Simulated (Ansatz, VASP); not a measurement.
Two plane-wave programs on Zr3SiO

```
CELL_PARAMETERS angstrom
3.06395 0.00000 0.00000
0.00000 3.06395 0.00000
0.00000 0.00000 10.15916
ATOMIC_POSITIONS crystal
Zr 0.00000 0.00000 0.00000
Zr 0.00000 0.00000 0.32432
Zr 0.00000 0.00000 0.67568
Si 0.50000 0.50000 0.50000
O 0.50000 0.50000 0.00000
```

Alike in both runs: functional PBE; k mesh 6 × 6 × 4; occupations gaussian, width 0.1 eV; no spin polarisation.

Ansatz relaxed the structure, and its values are those at the end. VASP's run is a single point on that final structure, the one shown.

|  | VASP | Ansatz |
| --- | --- | --- |
| version | VASP 6.6.1 | Ansatz 0.2.0 |
| potentials or method | VASP PAW PBE potentials, release 64 (Zr_sv, Si, O), cutoff 520 eV | scalar-relativistic, plane waves, PAW |
| valence electrons in the cell | 46 | 46 |

VASP gave:

| Quantity | Value |
| --- | --- |
| gap on the k mesh at the Fermi level (eV) | none |
| pressure (GPa) | -0.2 |
| rms of the force components (eV/Å) | 0.005 |

Which values does Ansatz return?

gap on the k mesh at the Fermi level (eV): none; pressure (GPa): -0.3; rms of the force components (eV/Å): 0.003.

A gap of «none» marks a metal or a gap that the smearing closes. The functional is the same, so the differences come from potentials, cutoffs and numerics.
